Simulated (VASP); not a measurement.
# C (R-3m) in VASP: notebook, part 2 of 2

VASP 6.6.1. Earlier steps stand in the parts before.

**3. Relaxation of volume and atoms at fixed shape, PBEsol**

This run uses another cell than the first one, of 8.74 Å³/atom, 0.995 times its volume.

INCAR reads:

```
  PREC = Accurate
  ENCUT = 600
  EDIFF = 1E-6
  ISMEAR = -1
  SIGMA = 0.05
  LREAL = F
  LASPH = T
  NELM = 60
  ALGO = Normal
  ISIF = 8
  LWAVE = F
  LCHARG = F
  GGA = PS
  IBRION = 2
  NSW = 80
  EDIFFG = -0.01
```

KPOINTS reads:

```
Automatic mesh
0
Gamma
  12 12 12
```

POSCAR reads:

```
C
1.0
    1.2280287100      0.7090027100      3.3470114500
   -1.2280287100      0.7090027100      3.3470114500
    0.0000000000     -1.4180054100      3.3470114500
C
2
Direct
    0.8360000000      0.8360000000      0.8360000000
    0.1640000000      0.1640000000      0.1640000000
```

Potentials or basis: VASP PAW PBE potentials, release 64 (C).

Run with:

```console
$ cat potpaw_PBE.64/C/POTCAR > POTCAR
$ mpirun -np 1 vasp_std > vasp.out
```

OUTCAR:

```text
PREC = Accurate
   ENCUT = 600
   EDIFF = 1E-6
   ISMEAR = -1
   LREAL = F
   LASPH = T
   NELM = 60
   ISIF = 8
   GGA = PS
   IBRION = 2
   NSW = 80
   EDIFFG = -0.01

 ion  position               nearest neighbor table
   1  0.836  0.836  0.836-   2 1.42   2 1.42   2 1.42
   2  0.164  0.164  0.164-   1 1.42   1 1.42   1 1.42

  LATTYP: Found a trigonal (rhomboedric) cell.
 ALAT       =     3.6350000002
 COS(alpha) =     0.7717355885

  Lattice vectors:

 A1 = (   1.2280287100,   0.7090027100,   3.3470114500)
 A2 = (  -1.2280287100,   0.7090027100,   3.3470114500)
 A3 = (   0.0000000000,  -1.4180054100,   3.3470114500)

Analysis of symmetry for initial positions (statically):
=====================================================================
 Subroutine PRICEL returns:
 Original cell was already a primitive cell.

 Routine SETGRP: Setting up the symmetry group for a
 trigonal (rhombohedral) supercell.

 Subroutine GETGRP returns: Found 12 space group operations
 (whereof 12 operations were pure point group operations)
 out of a pool of 12 trial point group operations.

The static configuration has the point symmetry D_3d.

[... 169 lines left out ...]
  Total        0.2085102      0.2085102      0.0437785      0.0000000      0.0000000      0.0000000
  in kB       19.1061438     19.1061438      4.0115013      0.0000000      0.0000000      0.0000000
  external PRESSURE =      14.0745963 kB  Pullay stress =       0.0000000 kB
[... 203 lines left out ...]
--------------------------------------- Ionic step        7  -------------------------------------------

 number of electron       8.0000000 magnetization

 Free energy of the ion-electron system (eV)
  ---------------------------------------------------
  ext. energy  EPLUGINS =         0.00000000
  ---------------------------------------------------
  free energy    TOTEN  =       -19.28848442 eV

  energy without entropy =      -19.28846177  energy(sigma->0) =      -19.28847309

 E-fermi :   4.6338     XC(G=0): -10.5619

 val. band max:        4.2981038612   @ k =  -0.3333   0.3333   0.0000
 cond. band min:       4.9675309391   @ k =  -0.3333   0.3333   0.0000
 fundamental gap:      0.6694270779
 Fermi energy:         4.6338384330

 k-point     1 :       0.0000    0.0000    0.0000
  band No.  band energies     occupation
      1     -15.0271      2.00000
      2      -1.9614      2.00000
      3       1.6716      2.00000
      4       1.6716      2.00000
      5       8.6661      0.00000
      6      13.0160      0.00000
      7      13.0160      0.00000
      8      16.0737      0.00000
[... 243 lines left out ...]
 k-point    24 :      -0.4167    0.1667   -0.0000
  band No.  band energies     occupation
      1      -9.1970      2.00000
      2      -8.2380      2.00000
      3      -3.5448      2.00000
      4       3.1569      2.00000
      5       6.2537      0.00000
      6      14.8490      0.00000
      7      15.8367      0.00000
      8      16.9416      0.00000

 [... further k-points ...]

------------------------ aborting loop because EDIFF is reached ----------------------------------------

  FORCE on cell =-STRESS in cart. coord.  units (eV):
  Direction    XX          YY          ZZ          XY          YZ          ZX
  --------------------------------------------------------------------------------------
  -------------------------------------------------------------------------------------
  Total       -0.0503510     -0.0503510      0.1039256      0.0000000      0.0000000      0.0000000
  in kB       -4.5873947     -4.5873947      9.4684945      0.0000000      0.0000000      0.0000000
  external PRESSURE =       0.0979017 kB  Pullay stress =       0.0000000 kB
[... 17 lines left out ...]
  FREE ENERGIE OF THE ION-ELECTRON SYSTEM (eV)
  ---------------------------------------------------
  free  energy   TOTEN  =       -19.2884844163 eV

  energy  without entropy=      -19.2884617704  energy(sigma->0) =      -19.28847309

 reached required accuracy - stopping structural energy minimisation
```

OSZICAR:

```text
N       E                     dE             d eps       ncg     rms          rms(c)
DAV:   1     0.107630555559E+02    0.10763E+02   -0.52028E+03  3072   0.103E+03
DAV:   2    -0.200675311708E+02   -0.30831E+02   -0.29072E+02  4536   0.141E+02
DAV:   3    -0.204584046217E+02   -0.39087E+00   -0.39087E+00  3624   0.198E+01
[... 37 lines left out ...]
DAV:   4    -0.192884776246E+02    0.78708E-07   -0.60855E-08  1656   0.252E-03
   6 F= -.19288478E+02 E0= -.19288467E+02  d E =-.232616E-04
       N       E                     dE             d eps       ncg     rms          rms(c)
DAV:   1    -0.192884843728E+02   -0.66694E-05   -0.14729E-03  3104   0.389E-01    0.685E-03
DAV:   2    -0.192884844163E+02   -0.43537E-07   -0.41941E-06  4040   0.200E-02
   7 F= -.19288484E+02 E0= -.19288473E+02  d E =-.679169E-05
```

CONTCAR:

```text
C
   1.00000000000000
     1.2303754441201404    0.7103575975830672    3.3534075105369037
    -1.2303754441201404    0.7103575975830672    3.3534075105369037
     0.0000000000000000   -1.4207151851470243    3.3534075105369037
  C
     2
Direct
     0.8333986002682244    0.8333986002682244    0.8333986002682244
     0.1666013997317756    0.1666013997317756    0.1666013997317756

  0.00000000E+00  0.00000000E+00  0.00000000E+00
  0.00000000E+00  0.00000000E+00  0.00000000E+00
```

It took 2.5 min on 1 thread of Intel Xeon Platinum 8375C at 2.90GHz (Ice Lake), shared host; peak memory 0.17 GiB.

What came out:

| Quantity | Value |
| --- | --- |
| Free energy | -19.2885 eV |
| Relaxed volume | 8.79 Å³/atom |
| Relaxed cell | a = 3.642 Å, b = 3.642 Å, c = 3.642 Å, α = 39.49°, β = 39.49°, γ = 39.49° |
| Space group after relaxing (to 0.05 Å) | R-3m (No. 166) |
| Energy gained by relaxing | 11.4 meV/atom |
| Ionic steps | 7 |
| Pressure after relaxing | 0.0 GPa |
| Largest force after relaxing | 0.005 eV/Å |
| Band gap on the k mesh | 0.67 eV, direct |

Forces in eV/Å, atoms in the order of the input:
```
C    0.000  0.000  0.005
C    0.000  0.000 -0.005
```

The path:
| step | energy change (eV) | largest force (eV/Å) | pressure (GPa) | volume (Å³) |
| --- | --- | --- | --- | --- |
| 1 | 0.0000 | 0.8572 | 1.41 | 17.48 |
| 2 | -0.0144 | 0.5122 | -1.53 | 17.68 |
| 3 | -0.0227 | 0.0032 | -0.33 | 17.61 |
| 4 | -0.0227 | 0.0202 | -0.32 | 17.60 |
| 5 | -0.0227 | 0.0106 | 0.39 | 17.56 |
| 6 | -0.0227 | 0.0156 | 0.04 | 17.58 |
| 7 | -0.0227 | 0.0053 | 0.01 | 17.59 |

Final structure:
```cif
data_structure
_symmetry_space_group_name_H-M 'P 1'
_symmetry_Int_Tables_number 1
_cell_length_a 3.6419
_cell_length_b 3.6419
_cell_length_c 3.6419
_cell_angle_alpha 39.490
_cell_angle_beta 39.490
_cell_angle_gamma 39.490
_cell_volume 17.59
loop_
_atom_site_label
_atom_site_type_symbol
_atom_site_fract_x
_atom_site_fract_y
_atom_site_fract_z
_atom_site_occupancy
C1 C 0.83340 0.83340 0.83340 1
C2 C 0.16660 0.16660 0.16660 1
```

Caveat: the PAW data sets were made with another functional, which shifts forces and pressure a little. Zero-point motion and thermal expansion aren't in these numbers.
